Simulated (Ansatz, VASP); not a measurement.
## One calculation of AgI, two programs

The input INCAR:

```
SYSTEM = AgI
ALGO = Normal
EDIFF = 1E-6
ENCUT = 500
GGA = PE
GGA_COMPAT = .FALSE.
ISIF = 2
ISMEAR = 0
LASPH = .TRUE.
LCHARG = .TRUE.
LELF = .TRUE.
LREAL = .FALSE.
LVHAR = .TRUE.
LWAVE = .FALSE.
NBANDS = 26
NELM = 120
PREC = Accurate
SIGMA = 0.02
```

Contents of KPOINTS:

```
k-points
0
G
  6 6 4
  0 0 0
```

POSCAR

```
AgI
1.0
    4.5456981873      0.0000000000      0.0000000000
   -2.2728490936      3.9366901081      0.0000000000
    0.0000000000      0.0000000000      7.9029154819
Ag I
2 2
Direct
    0.3333333333      0.6666666667      0.0105302050
    0.6666666667      0.3333333333      0.5105302050
    0.3333333333      0.6666666667      0.3693697950
    0.6666666667      0.3333333333      0.8693697950
```

Input for Ansatz:

```yaml
crystal:
  lattice:
    - [4.5456981873, 0.0, 0.0]
    - [-2.2728490936, 3.9366901081, 0.0]
    - [0.0, 0.0, 7.9029154819]
  atoms:
    - { symbol: Ag, position: [0.3333333333, 0.6666666667, 0.010530205] }
    - { symbol: Ag, position: [0.6666666667, 0.3333333333, 0.510530205] }
    - { symbol: I, position: [0.3333333333, 0.6666666667, 0.369369795] }
    - { symbol: I, position: [0.6666666667, 0.3333333333, 0.869369795] }
basis:
  ecutwfc: 420
kpoints:
  mp_grid: { grid: [6, 6, 4] }
  band_path: { path: [VBM, CBM], npoints: 2 }
hamiltonian:
  xc: pbe
scf:
  occupations: { method: gaussian, width: 0.02 }
output:
  forces: true
  stress: true
  eigenvalues: true
checkpoint:
  read: start.run
  write: ck
  compress: false
  write_wavefunctions: false
  write_every: 100000
```

Alike in both runs: task single point; functional PBE; k mesh 6 × 6 × 4; occupations gaussian, width 0.02 eV; no spin polarisation.

|  | VASP | Ansatz |
| --- | --- | --- |
| version | VASP 6.6.1 | Ansatz 0.2.0 |
| potentials or method | VASP PAW PBE potentials, release 64 (Ag, I), cutoff 500 eV | scalar-relativistic, plane waves, PAW |
| valence electrons in the cell | 36 | 72 |

|  | VASP | Ansatz | Ansatz less VASP |
| --- | --- | --- | --- |
| gap on the k mesh at the Fermi level (eV) | 1.31 | 1.31 | -0.002 |
| least direct gap on the mesh (eV) | 1.31 | 1.31 | -0.002 |
| pressure (GPa) | 0.7 | 0.7 | +0.05 |
| traceless stress, the component that is largest in VASP (GPa) | -0.73 | -0.72 | +0.008 |

The functional is the same, so the differences come from potentials, cutoffs and numerics. VASP's potentials hold 36 valence electrons a cell and Ansatz's 72, so a difference there can come from the potentials and not from the codes.

Spin-orbit coupling is off throughout.
